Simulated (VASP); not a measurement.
# Rb (Im-3m) in VASP: notebook

Rb is run at these levels: PBE; tasks: single point, relaxation of cell and atoms.

Program: VASP 6.6.1. These are calculated values, not measurements. Logs are shortened: lines on timing, memory, paths and dates and some standing lists are left out, and cuts for length are marked.

**1. The cell of the first run**

Symmetry: Im-3m, No. 229, cubic system. Conventional cell: a = 5.680 Å, b = 5.680 Å, c = 5.680 Å, α = 90.00°, β = 90.00°, γ = 90.00°.

**2. Single point, PBE**

The input, INCAR:

```
ALGO = Normal
EDIFF = 1E-6
ENCUT = 520
GGA = PE
ISIF = 2
ISMEAR = -1
LASPH = T
LCHARG = F
LREAL = F
LWAVE = F
NBANDS = 10
NELM = 100
PREC = Accurate
SIGMA = 0.1
```

The input, KPOINTS:

```
k-points
0
Gamma
  6 6 6
```

The input, POSCAR:

```
Rb
1.0
   -2.8398328372      2.8398328372      2.8398328372
    2.8398328372     -2.8398328372      2.8398328372
    2.8398328372      2.8398328372     -2.8398328372
Rb
1
Direct
    0.0000000000      0.0000000000      0.0000000000
```

Potentials or basis: VASP PAW PBE potentials, release 64 (Rb_sv).

On the command line:

```sh
$ cat potpaw_PBE.64/Rb_sv/POTCAR > POTCAR
$ mpirun -np 1 vasp_std > vasp.out
```

OUTCAR:

```text
EDIFF = 1E-6
   ENCUT = 520
   GGA = PE
   ISIF = 2
   ISMEAR = -1
   LASPH = T
   LREAL = F
   NELM = 100
   PREC = Accurate

 ion  position               nearest neighbor table
   1  0.000  0.000  0.000-

  LATTYP: Found a body centered cubic cell.
 ALAT       =     5.6796656744

  Lattice vectors:

 A1 = (  -2.8398328372,   2.8398328372,   2.8398328372)
 A2 = (   2.8398328372,  -2.8398328372,   2.8398328372)
 A3 = (   2.8398328372,   2.8398328372,  -2.8398328372)

Analysis of symmetry for initial positions (statically):
=====================================================================
 Subroutine PRICEL returns:
 Original cell was already a primitive cell.

 Routine SETGRP: Setting up the symmetry group for a
 body centered cubic supercell.

 Subroutine GETGRP returns: Found 48 space group operations
[... 9 lines left out ...]

 Routine SETGRP: Setting up the symmetry group for a
 body centered cubic supercell.

 Subroutine GETGRP returns: Found 48 space group operations
[... 11 lines left out ...]
                                     Primitive cell

  volume of cell :      91.6090

  direct lattice vectors                    reciprocal lattice vectors
    -2.839832837  2.839832837  2.839832837     0.000000000  0.176066701  0.176066701
     2.839832837 -2.839832837  2.839832837     0.176066701  0.000000000  0.176066701
     2.839832837  2.839832837 -2.839832837     0.176066701  0.176066701  0.000000000

  length of vectors
     4.918734759  4.918734759  4.918734759     0.248995917  0.248995917  0.248995917

  position of ions in fractional coordinates (direct lattice)
     0.000000000  0.000000000  0.000000000

  ion indices of the primitive-cell ions
   primitive index   ion index
                 1           1

----------------------------------------------------------------------------------------

 KPOINTS: k-points

Automatic generation of k-mesh.
 Grid dimensions read from file:
 generate k-points for:    6    6    6

 Generating k-lattice:

  Cartesian coordinates                     Fractional coordinates (reciprocal lattice)
     0.000000000  0.029344450  0.029344450     0.166666667  0.000000000  0.000000000
     0.029344450  0.000000000  0.029344450     0.000000000  0.166666667  0.000000000
     0.029344450  0.029344450  0.000000000     0.000000000  0.000000000  0.166666667

  Length of vectors
     0.041499319  0.041499319  0.041499319

  Shift w.r.t. Gamma in fractional coordinates (k-lattice)
     0.000000000  0.000000000  0.000000000

 Subroutine IBZKPT returns following result:
 ===========================================

 Found     16 irreducible k-points:

 Following reciprocal coordinates:
            Coordinates               Weight
  0.000000  0.000000  0.000000      1.000000
  0.166667  0.000000  0.000000     12.000000
  0.333333  0.000000  0.000000     12.000000
  0.500000  0.000000  0.000000      6.000000
  0.166667  0.166667  0.000000     24.000000
  0.333333  0.166667  0.000000     48.000000
  0.333333  0.333333  0.000000      8.000000
  0.166667  0.166667  0.166667      8.000000
  0.333333  0.166667  0.166667     12.000000
 -0.166667  0.166667  0.166667      6.000000
 -0.333333  0.333333  0.166667     24.000000
  0.500000  0.500000  0.166667     12.000000
 -0.333333  0.500000  0.166667     24.000000
 -0.333333  0.333333  0.333333      6.000000
  0.500000  0.500000  0.333333     12.000000
  0.500000  0.500000  0.500000      1.000000
   k-points           NKPTS =     16   k-points in BZ     NKDIM =     16   number of bands    NBANDS=     10
   number of dos      NEDOS =    301   number of ions     NIONS =      1
   total plane-waves  NPLWV =  64000
   dimension x,y,z NGX =    40 NGY =   40 NGZ =   40
   dimension x,y,z NGXF=    80 NGYF=   80 NGZF=   80
   ions per type =               1
   NGX,Y,Z   is equivalent  to a cutoff of  13.52, 13.52, 13.52 a.u.
   NGXF,Y,Z  is equivalent  to a cutoff of  27.04, 27.04, 27.04 a.u.
 SYSTEM =  unknown system
   PREC   = accura    normal or accurate (medium, high low for compatibility)
   ISTART =      0    job   : 0-new  1-cont  2-samecut
   ICHARG =      2    charge: 1-file 2-atom 10-const
   ISPIN  =      1    spin polarized calculation?
   LNONCOLLINEAR =      F non collinear calculations
   LSORBIT =      F    spin-orbit coupling
   LASPH  =      T    aspherical Exc in radial PAW
   ENCUT  =  520.0 eV  38.22 Ry    6.18 a.u.   9.15  9.15  9.15*2*pi/ulx,y,z
   NELM   =    100;   NELMIN=  2; NELMDL= -5     # of ELM steps
   EDIFF  = 0.1E-05   stopping-criterion for ELM
   LREAL  =      F    real-space projection
   EDIFFG = 0.1E-04   stopping-criterion for IOM
   NSW    =      0    number of steps for IOM
   IBRION =     -1    ionic relax: 0-MD 1-quasi-New 2-CG
   NFREE  =      0    steps in history (QN), initial steepest desc. (CG)
   ISIF   =      2    stress and relaxation
   ISYM   =      2    0-nonsym 1-usesym 2-fastsym
   POTIM  = 0.5000    time-step for ionic-motion
   TEBEG  =    0.0;   TEEND  =   0.0 temperature during run
   PSTRESS=    0.0 pullay stress
   NELECT =       9.0000    total number of electrons
   NUPDOWN=      -1.0000    fix difference up-down
   EMIN   =  10.00;   EMAX   =-10.00  energy-range for DOS
   EFERMI =   0.00;   METHOD = LEGACY
   ISMEAR =    -1;   SIGMA  =   0.10  broadening in eV -4-tet -1-fermi 0-gaus
   EFERMI_NEDOS =   21; number of points for ismear=-14 and -15
   IALGO  =     38    algorithm
   IMIX   =      4    mixing-type and parameters
     AMIX     =   0.40;   BMIX     =  1.00
     AMIX_MAG =   1.60;   BMIX_MAG =  1.00
  volume/ion in A,a.u.               =      91.61       618.21
  Fermi-wavevector in a.u.,A,eV,Ry     =   0.755399  1.427497  7.763854  0.570627
  Thomas-Fermi vector in A             =   1.853284
   LORBIT       =      0    0 simple, 1 ext, 2 COOP (PROOUT), +10 PAW based schemes
   GGA     = PE    functional components
   LHFCALC =     F    Hartree Fock is set to
   AEXX    =    0.0000 exact exchange contribution
   IVDW    =     0    specifies the selected vdW correction
   LEPSILON=     F    determine dielectric tensor
   LRPA    =     F    only Hartree local field effects (RPA)
 non-spin polarized calculation
  energy-cutoff  :      520.00
  volume of cell :       91.61
 maximum number of plane-waves:      2491
 NGX is ok and might be reduce to    40
   NGX = 19   NGY = 19   NGZ = 19

 number of electron       9.0000000 magnetization

 Free energy of the ion-electron system (eV)
  ---------------------------------------------------
  ext. energy  EPLUGINS =         0.00000000
  ---------------------------------------------------
  free energy    TOTEN  =        -0.94499282 eV

  energy without entropy =       -0.90660825  energy(sigma->0) =       -0.92580053

 E-fermi :  -0.0020     XC(G=0):  -5.4500

 val. band max:       -0.2052307520   @ k =   0.1667   0.1667   0.1667
 cond. band min:       0.0227989755   @ k =   0.3333   0.1667   0.0000
 fundamental gap:      0.2280297275
 Fermi energy:        -0.0019702293

 k-point     1 :       0.0000    0.0000    0.0000
  band No.  band energies     occupation
      1     -28.9077      2.00000
      2     -12.9507      2.00000
      3     -12.9507      2.00000
      4     -12.9507      2.00000
      5      -1.9658      2.00000
      6       3.6699      0.00000
      7       3.6699      0.00000
      8       3.6699      0.00000
      9       4.5994      0.00000
     10       4.5994      0.00000

 k-point     2 :       0.1667    0.0000    0.0000
  band No.  band energies     occupation
      1     -28.9067      2.00000
      2     -12.9745      2.00000
      3     -12.9586      2.00000
      4     -12.9507      2.00000
      5      -1.6443      2.00000
      6       3.0816      0.00000
      7       3.2910      0.00000
      8       3.9670      0.00000
      9       4.3392      0.00000
     10       4.5150      0.00000

 k-point     3 :       0.3333    0.0000    0.0000
  band No.  band energies     occupation
      1     -28.9046      2.00000
      2     -13.0211      2.00000
      3     -12.9742      2.00000
      4     -12.9507      2.00000
      5      -0.7619      1.99900
      6       1.8258      0.00000
      7       2.7782      0.00000
      8       4.4473      0.00000
      9       4.6172      0.00000
     10       4.8177      0.00000

 k-point     4 :       0.5000    0.0000    0.0000
  band No.  band energies     occupation
      1     -28.9036      2.00000
      2     -13.0440      2.00000
      3     -12.9820      2.00000
      4     -12.9507      2.00000
      5       0.2380      0.16634
      6       0.7722      0.00087
      7       2.5812      0.00000
      8       4.2356      0.00000
      9       5.1403      0.00000
     10       5.2153      0.00000

 k-point     5 :       0.1667    0.1667    0.0000
  band No.  band energies     occupation
      1     -28.9052      2.00000
      2     -13.0062      2.00000
      3     -12.9683      2.00000
      4     -12.9561      2.00000
      5      -1.0381      1.99994
      6       2.3523      0.00000
      7       2.6853      0.00000
      8       4.2117      0.00000
      9       4.3805      0.00000
     10       4.9641      0.00000

 k-point     6 :       0.3333    0.1667    0.0000
  band No.  band energies     occupation
      1     -28.9036      2.00000
      2     -13.0322      2.00000
      3     -12.9867      2.00000
      4     -12.9580      2.00000
      5       0.0228      0.87678
      6       1.3075      0.00000
      7       2.2549      0.00000
      8       4.0422      0.00000
      9       4.7384      0.00000
     10       5.2381      0.00000

 k-point     7 :       0.3333    0.3333    0.0000
  band No.  band energies     occupation
      1     -28.9031      2.00000
      2     -13.0150      2.00000
      3     -13.0150      2.00000
      4     -12.9625      2.00000
      5       1.0961      0.00003
      6       1.0961      0.00003
      7       1.2432      0.00001
      8       3.9407      0.00000
      9       4.7830      0.00000
     10       4.7830      0.00000

 k-point     8 :       0.1667    0.1667    0.1667
  band No.  band energies     occupation
      1     -28.9040      2.00000
      2     -13.0242      2.00000
      3     -12.9716      2.00000
      4     -12.9716      2.00000
      5      -0.2052      1.76836
      6       1.8876      0.00000
      7       1.8876      0.00000
      8       3.8473      0.00000
      9       5.0350      0.00000
     10       5.0350      0.00000

 k-point     9 :       0.3333    0.1667    0.1667
  band No.  band energies     occupation
      1     -28.9035      2.00000
      2     -13.0199      2.00000
      3     -12.9927      2.00000
      4     -12.9732      2.00000
      5       0.8835      0.00029
      6       0.9901      0.00010
      7       1.7408      0.00000
      8       3.1612      0.00000
      9       5.1717      0.00000
     10       5.2944      0.00000

 k-point    10 :      -0.1667    0.1667    0.1667
  band No.  band energies     occupation
      1     -28.9057      2.00000
      2     -12.9789      2.00000
      3     -12.9667      2.00000
      4     -12.9667      2.00000
      5      -1.3334      2.00000
      6       3.1178      0.00000
      7       3.2076      0.00000
      8       3.2076      0.00000
      9       4.0716      0.00000
     10       5.1261      0.00000

 k-point    11 :      -0.3333    0.3333    0.1667
  band No.  band energies     occupation
      1     -28.9038      2.00000
      2     -13.0169      2.00000
      3     -12.9829      2.00000
      4     -12.9686      2.00000
      5      -0.4783      1.98308
      6       1.9150      0.00000
      7       2.8893      0.00000
      8       3.3055      0.00000
      9       4.6483      0.00000
     10       4.8144      0.00000

 k-point    12 :       0.5000    0.5000    0.1667
  band No.  band energies     occupation
      1     -28.9028      2.00000
      2     -13.0374      2.00000
      3     -12.9910      2.00000
      4     -12.9677      2.00000
      5       0.5685      0.00664
      6       0.8520      0.00039
      7       2.7374      0.00000
      8       3.1110      0.00000
      9       4.7159      0.00000
     10       5.8845      0.00000

 k-point    13 :      -0.3333    0.5000    0.1667
  band No.  band energies     occupation
      1     -28.9024      2.00000
      2     -13.0259      2.00000
      3     -13.0052      2.00000
      4     -12.9748      2.00000
      5       0.5010      0.01300
      6       1.4218      0.00000
      7       2.0370      0.00000
      8       3.6919      0.00000
      9       4.1021      0.00000
     10       5.2039      0.00000

 k-point    14 :      -0.3333    0.3333    0.3333
  band No.  band energies     occupation
      1     -28.9021      2.00000
      2     -13.0122      2.00000
      3     -13.0002      2.00000
      4     -13.0002      2.00000
      5       0.2644      0.13027
      6       1.7388      0.00000
      7       3.0361      0.00000
      8       3.0361      0.00000
      9       3.4193      0.00000
     10       5.1336      0.00000

 k-point    15 :       0.5000    0.5000    0.3333
  band No.  band energies     occupation
      1     -28.9012      2.00000
      2     -13.0243      2.00000
      3     -13.0089      2.00000
      4     -13.0012      2.00000
      5       1.0798      0.00004
      6       1.2059      0.00001
      7       2.5616      0.00000
      8       3.0635      0.00000
      9       3.7396      0.00000
     10       5.5174      0.00000

 k-point    16 :       0.5000    0.5000    0.5000
  band No.  band energies     occupation
      1     -28.9004      2.00000
      2     -13.0178      2.00000
      3     -13.0178      2.00000
      4     -13.0178      2.00000
      5       1.2603      0.00001
      6       1.2603      0.00001
      7       3.2305      0.00000
      8       3.2305      0.00000
      9       3.2305      0.00000
     10       4.7526      0.00000

------------------------ aborting loop because EDIFF is reached ----------------------------------------

  FORCE on cell =-STRESS in cart. coord.  units (eV):
  Direction    XX          YY          ZZ          XY          YZ          ZX
  --------------------------------------------------------------------------------------
  -------------------------------------------------------------------------------------
  Total        0.0033544      0.0033544      0.0033544      0.0000000      0.0000000     -0.0000000
  in kB        0.0586654      0.0586654      0.0586654      0.0000000      0.0000000     -0.0000000
  external PRESSURE =       0.0586654 kB  Pullay stress =       0.0000000 kB

 VOLUME and BASIS-vectors are now :
 -----------------------------------------------------------------------------
  energy-cutoff  :      520.00
  volume of cell :       91.61
      direct lattice vectors                 reciprocal lattice vectors
    -2.839832837  2.839832837  2.839832837     0.000000000  0.176066701  0.176066701
     2.839832837 -2.839832837  2.839832837     0.176066701  0.000000000  0.176066701
     2.839832837  2.839832837 -2.839832837     0.176066701  0.176066701  0.000000000

 POSITION                                       TOTAL-FORCE (eV/Angst)
 -----------------------------------------------------------------------------------
      0.00000      0.00000      0.00000         0.000000      0.000000      0.000000
 -----------------------------------------------------------------------------------
    total drift:                                0.000000      0.000000     -0.000000

  FREE ENERGIE OF THE ION-ELECTRON SYSTEM (eV)
  ---------------------------------------------------
  free  energy   TOTEN  =        -0.9449928165 eV

  energy  without entropy=       -0.9066082469  energy(sigma->0) =       -0.92580053
```

It took 9.9 s on 1 thread of Intel Xeon 6975P-C (Granite Rapids), shared host; peak memory 0.22 GiB.

Results:

```yaml
Free_energy: -0.9450 eV
Pressure: 0.0 GPa
```

Levels at points of the mesh, in eV from the Fermi level:
```tsv
k point	band 2	band 3	band 4	band 5	band 6	band 7
(0.00, 0.00, 0.00)	-12.95	-12.95	-12.95	-1.96	3.67	3.67
(0.50, 0.00, 0.00)	-13.04	-12.98	-12.95	0.24	0.77	2.58
(0.50, 0.50, 0.50)	-13.02	-13.02	-13.02	1.26	1.26	3.23
```

**3. Relaxation of cell and atoms, PBE**

This run uses another cell than the first one, of 88.04 Å³/atom, 0.961 times its volume.

The input, INCAR:

```
PREC = Accurate
ENCUT = 600
EDIFF = 1E-7
ISMEAR = -1
SIGMA = 0.1
LREAL = False
LASPH = True
NELM = 100
ALGO = Normal
ISIF = 3
LWAVE = False
LCHARG = False
GGA = PE
IBRION = 2
NSW = 80
EDIFFG = -0.01
```

The input, KPOINTS:

```
regular mesh
0
Gamma
  6 6 6
```

The input, POSCAR:

```
Rb
1.0
   -2.8025000000      2.8025000000      2.8025000000
    2.8025000000     -2.8025000000      2.8025000000
    2.8025000000      2.8025000000     -2.8025000000
Rb
1
Direct
    0.0000000000      0.0000000000      0.0000000000
```

Potentials or basis: VASP PAW PBE potentials, release 64 (Rb_sv).

On the command line:

```sh
$ cat potpaw_PBE.64/Rb_sv/POTCAR > POTCAR
$ mpirun -np 1 vasp_std > vasp.out
```

Wall time 19 s (1 thread of Intel Xeon 6975P-C (Granite Rapids), shared host); peak memory 0.23 GiB.

It converged, with:

| Property | Result |
| --- | --- |
| Free energy | -0.9449 eV |
| Relaxed volume | 91.54 Å³/atom |
| Relaxed cell | a = 4.917 Å, b = 4.917 Å, c = 4.917 Å, α = 109.47°, β = 109.47°, γ = 109.47° |
| Space group after relaxing (to 0.05 Å) | Im-3m (No. 229) |
| Energy gained by relaxing | 1.4 meV/atom |
| Ionic steps | 3 |
| Pressure after relaxing | 0.0 GPa |

The path:
| step | energy change (eV) | largest force (eV/Å) | pressure (GPa) | volume (Å³) |
| --- | --- | --- | --- | --- |
| 1 | 0.0000 | 0.0000 | 0.12 | 88.04 |
| 2 | -0.0006 | 0.0000 | 0.09 | 88.91 |
| 3 | -0.0014 | 0.0000 | 0.01 | 91.54 |

Final structure:
```
Rb
1.0
    -2.83910    2.83910    2.83910
     2.83910   -2.83910    2.83910
     2.83910    2.83910   -2.83910
Rb
1
Direct
  0.00000 0.00000 0.00000
```

Levels at points of the mesh, in eV from the Fermi level:
| k point | band 1 | band 2 | band 3 | band 4 | band 5 | band 6 | band 7 | band 8 |
| --- | --- | --- | --- | --- | --- | --- | --- | --- |
| (0.00, 0.00, 0.00) | -28.91 | -12.95 | -12.95 | -12.95 | -1.96 | 3.67 | 3.67 | 3.67 |
| (0.50, 0.00, 0.00) | -28.90 | -13.04 | -12.98 | -12.95 | 0.24 | 0.77 | 2.58 | 4.24 |
| (0.50, 0.50, 0.50) | -28.90 | -13.02 | -13.02 | -13.02 | 1.26 | 1.26 | 3.23 | 3.23 |

PBE usually gives volumes a little too large and moduli too small. Zero-point motion and thermal expansion aren't in these numbers.
